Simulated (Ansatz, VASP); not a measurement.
BiTe: VASP beside Ansatz

```
Bi Te
1.0
     0.03869    3.35130    3.47711
     3.34890    0.10934    3.40645
     3.40500    3.33674    0.05325
Bi Te
1 1
Direct
  0.02461 0.97319 0.98082
  0.47539 0.52681 0.51918
```

Change from the starting cell: all atoms moved at random, cell strained at random.

Alike in both runs: task single point; functional PBEsol; k mesh 10 × 10 × 10; occupations gaussian, width 0.1 eV; no spin polarisation.

|  | VASP | Ansatz |
| --- | --- | --- |
| version | VASP 6.6.1 | Ansatz 0.2.0 |
| potentials or method | VASP PAW PBE potentials, release 64 (Bi_d, Te), cutoff 520 eV | scalar-relativistic, plane waves, PAW |
| valence electrons in the cell | 21 | 31 |

VASP gave:

- gap on the k mesh at the Fermi level (eV): none
- pressure (GPa): -4.3
- traceless stress, the component that is largest in VASP (GPa): -1.03
- rms of the force components (eV/Å): 0.180

Question: Which values does Ansatz return?

Answer: gap on the k mesh at the Fermi level (eV): none; pressure (GPa): -4.3; traceless stress, the component that is largest in VASP (GPa): -1.02; rms of the force components (eV/Å): 0.177.

VASP's potentials were made for PBE, not for PBEsol. Atom by atom the forces differ by 0.003 eV/Å (rms over components). A gap of «none» marks a metal or a gap that the smearing closes. VASP's potentials hold 21 valence electrons a cell and Ansatz's 31, so a difference there can come from the potentials and not from the codes.

Spin-orbit coupling is off throughout.
